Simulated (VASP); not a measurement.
Here is a VASP 6.6.1 calculation.

Contents of INCAR:

```
SYSTEM = CaO
PREC = Accurate
ENCUT = 1340
EDIFF = 1E-6
ISMEAR = 0
SIGMA = 0.1
LREAL = .FALSE.
LASPH = .TRUE.
NELM = 120
ALGO = Normal
ISIF = 2
LWAVE = .FALSE.
LCHARG = .TRUE.
GGA = CA
LELF = .TRUE.
LVHAR = .TRUE.
NBANDS = 15
GGA_COMPAT = .FALSE.
```

The input KPOINTS:

```
Automatic mesh
0
G
  8 8 8
  0 0 0
```

The input POSCAR:

```
CaO
1.0
    0.0000000000      2.3557358111      2.3557358111
    2.3557358111      0.0000000000      2.3557358111
    2.3557358111      2.3557358111      0.0000000000
Ca O
1 1
Direct
    0.0000000000      0.0000000000      0.0000000000
    0.5000000000      0.5000000000      0.5000000000
```

Potentials or basis: VASP PAW LDA potentials, release 64 (Ca_sv, O_h).

Launch:

```console
$ cat potpaw_LDA.64/Ca_sv/POTCAR potpaw_LDA.64/O_h/POTCAR > POTCAR
$ mpirun -np 1 vasp_std > vasp.out
```

Q: Estimate the band gap on the k mesh.

A: 3.42 eV (least direct gap 3.78 eV).

Q: Predict the pressure.

A: 0.6 GPa.

A k mesh can miss the band edges. A hybrid or GW would open this gap; LDA tends to underestimate it.
